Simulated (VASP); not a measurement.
A run of VASP 6.6.1 is set up as follows.

File INCAR:

```
PREC = Accurate
ENCUT = 600
EDIFF = 1E-6
ISMEAR = 0
SIGMA = 0.1
LREAL = False
LASPH = True
NELM = 100
ALGO = Fast
ISIF = 3
LWAVE = False
LCHARG = False
GGA = PE
IBRION = 2
NSW = 80
EDIFFG = -0.01
```

The input KPOINTS:

```
Automatic mesh
0
Gamma
  20 20 20
```

File POSCAR:

```
Ru
1.0
   -1.5160848609      1.5160848609      1.5160848609
    1.5160848609     -1.5160848609      1.5160848609
    1.5160848609      1.5160848609     -1.5160848609
Ru
1
Direct
    0.0000000000      0.0000000000      0.0000000000
```

Potentials or basis: VASP PAW PBE potentials, release 64 (Ru_pv).

Run with:

```bash
$ cat potpaw_PBE.64/Ru_pv/POTCAR > POTCAR
$ mpirun -np 1 vasp_std > vasp.out
```

**Question.** What does it give for the relaxed volume?

**Answer.** 14.23 Å³/atom.

**Question.** Predict the relaxed cell.

**Answer.** a = 2.644 Å, b = 2.644 Å, c = 2.644 Å, α = 109.47°, β = 109.47°, γ = 109.47°.

Step by step:
| step | energy change (eV) | largest force (eV/Å) | pressure (GPa) | volume (Å³) |
| --- | --- | --- | --- | --- |
| 1 | 0.0000 | 0.0000 | 6.08 | 13.94 |
| 2 | 0.0310 | 0.0000 | -13.65 | 15.03 |
| 3 | -0.0053 | 0.0000 | -0.11 | 14.23 |
